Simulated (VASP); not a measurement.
Input of a VASP 6.6.1 run:

Contents of INCAR:

```
  ALGO = Normal
  EDIFF = 1E-6
  ENCUT = 520
  GGA = PE
  ISIF = 2
  ISMEAR = -1
  LASPH = T
  LCHARG = T
  LELF = T
  LREAL = F
  LVHAR = T
  LWAVE = F
  NBANDS = 22
  NELM = 80
  PREC = Accurate
  SIGMA = 0.06122561905347299
```

Contents of KPOINTS:

```
k-points
0
Gamma
  16 16 16
```

Contents of POSCAR:

```
Ce2O
1.0
    0.0000000000      3.0179573120      3.0179573120
    3.0179573120      0.0000000000      3.0179573120
    3.0179573120      3.0179573120      0.0000000000
Ce O
2 1
Direct
    0.2500000000      0.2500000000      0.2500000000
    0.7500000000      0.7500000000      0.7500000000
    0.0000000000      0.0000000000      0.0000000000
```

Potentials or basis: VASP PAW PBE potentials, release 64 (Ce, O).

The run is started by

```sh
$ cat potpaw_PBE.64/Ce/POTCAR potpaw_PBE.64/O/POTCAR > POTCAR
$ mpirun -np 1 vasp_std > vasp.out
```

Problem. Estimate the pressure.

Solution. 1.7 GPa.

Problem. What does it give for the band gap on the k mesh?

Solution. Zero (band 15 reaches 10.40 eV, above the bottom of band 16 at 10.31 eV).

Caveat: spin-orbit coupling is left out, which moves the levels of the heavy elements; the run has no spin polarisation, though such a crystal can be magnetic; without U or exact exchange the open f shell lies at the Fermi level, which spoils levels, moments and volumes. Spin polarisation is off, so any magnetic state and its effect on volume and gap are missing.
